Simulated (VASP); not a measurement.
The system is CuI.

```
Cu I
1.0
     0.00000   -3.03150   -3.03150
    -3.03150   -3.03150    0.00000
    -3.03150    0.00000   -3.03150
Cu I
1 1
Direct
  0.00000 0.00000 0.00000
  0.75000 0.75000 0.75000
```

- Program: VASP 6.6.1
- Task: relaxation of cell and atoms
- Functional: PBEsol
- Potentials or basis: VASP PAW PBE potentials, release 64 (Cu, I)
- Cutoff: 600 eV
- k mesh: 8 × 8 × 8
- Occupations: gaussian, width 0.02 eV
- Spin: no spin polarisation

At the start: pressure -2.5 GPa; volume 27.86 Å³/atom.

Q: Where does the relaxation end?

A: Over 3 steps the energy falls by 13.3 meV/atom and the volume is 26.26 Å³/atom (-5.8 %); space group F-43m (No. 216, to 0.05 Å).

The path:
```tsv
step	energy change (eV)	largest force (eV/Å)	pressure (GPa)	volume (Å³)
1	0.0000	0.0000	-2.50	55.72
2	-0.0264	0.0000	0.22	52.29
3	-0.0266	0.0000	0.00	52.51
```

Final structure:
```yaml
crystal:
  lattice:
    - [0.00000, -2.97221, -2.97221]
    - [-2.97221, -2.97221, 0.00000]
    - [-2.97221, 0.00000, -2.97221]
  atoms:
    - { symbol: Cu, position: [0.00000, 0.00000, 0.00000] }
    - { symbol: I, position: [0.75000, 0.75000, 0.75000] }
```

Caveat: the PAW data sets were made with another functional, which shifts forces and pressure a little.
